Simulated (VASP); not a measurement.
A run of VASP 6.6.1 is set up as follows.

File INCAR:

```
SYSTEM = Ta
ALGO = Normal
EDIFF = 1E-7
EDIFFG = -0.005
ENCUT = 600
GGA = PS
IBRION = 2
ISIF = 3
ISMEAR = 0
LASPH = .TRUE.
LCHARG = .FALSE.
LREAL = .FALSE.
LWAVE = .FALSE.
NELM = 100
NSW = 100
PREC = Accurate
SIGMA = 0.1
```

The input KPOINTS:

```
k-points
0
G
  18 18 18
  0 0 0
```

The input POSCAR:

```
Ta
1.0
   -1.6512800000      1.6512800000      1.6512800000
    1.6512800000     -1.6512800000      1.6512800000
    1.6512800000      1.6512800000     -1.6512800000
Ta
1
Direct
    0.0000000000      0.0000000000      0.0000000000
```

Potentials or basis: VASP PAW PBE potentials, release 64 (Ta_pv).

Run with:

```console
$ cat potpaw_PBE.64/Ta_pv/POTCAR > POTCAR
$ mpirun -np 1 vasp_std > vasp.out
```

Task: Predict the relaxed volume.

Result: 17.67 Å³/atom.

Task: Predict the space group after relaxing (to 0.1 Å).

Result: Im-3m (No. 229).

Task: Estimate the band gap on the k mesh.

Result: Zero (an odd number of electrons rules out a gap without spin polarisation).

The path:
| step | energy change (eV) | largest force (eV/Å) | pressure (GPa) | volume (Å³) |
| --- | --- | --- | --- | --- |
| 1 | 0.0000 | 0.0000 | -3.83 | 18.01 |
| 2 | 0.0186 | 0.0000 | 10.01 | 16.91 |
| 3 | -0.0041 | 0.0000 | -0.05 | 17.67 |
| 4 | -0.0041 | 0.0000 | 0.03 | 17.67 |

Caveat: the PAW data sets were made with another functional, which shifts forces and pressure a little; spin-orbit coupling is left out, which moves the levels of the heavy elements.
